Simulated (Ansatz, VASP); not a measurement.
## AlRu: VASP beside Ansatz

```xyz
2
Lattice="0.0000 2.0198 2.0198 2.0198 0.0000 2.0198 2.0198 2.0198 0.0000" Properties=species:S:1:pos:R:3 pbc="T T T"
Ru    0.0000    0.0000    0.0000
Al    2.0198    2.0198    2.0198
```

Change from the starting cell: volume scaled by 0.55, LAPW.

Alike in both runs: task single point; functional PBEsol; k mesh 14 × 14 × 14; occupations fermi-dirac, width 0.05 eV; no spin polarisation.

|  | VASP | Ansatz |
| --- | --- | --- |
| version | VASP 6.6.1 | Ansatz 0.2.0 |
| potentials or method | VASP PAW PBE potentials, release 64 (Ru_pv, Al), cutoff 520 eV | all-electron LAPW, scalar-relativistic |

VASP gave:

* pressure (GPa): 326.7

What did Ansatz give for the same quantities?

Pressure (GPa): 321.8.

VASP's potentials were made for PBE, not for PBEsol. Both programs put the cell under a high pressure, so it lies far from rest at this level. Ansatz ran all-electron here, and VASP with PAW potentials.

Noted on VASP's run: the cell as given lies far from equilibrium.
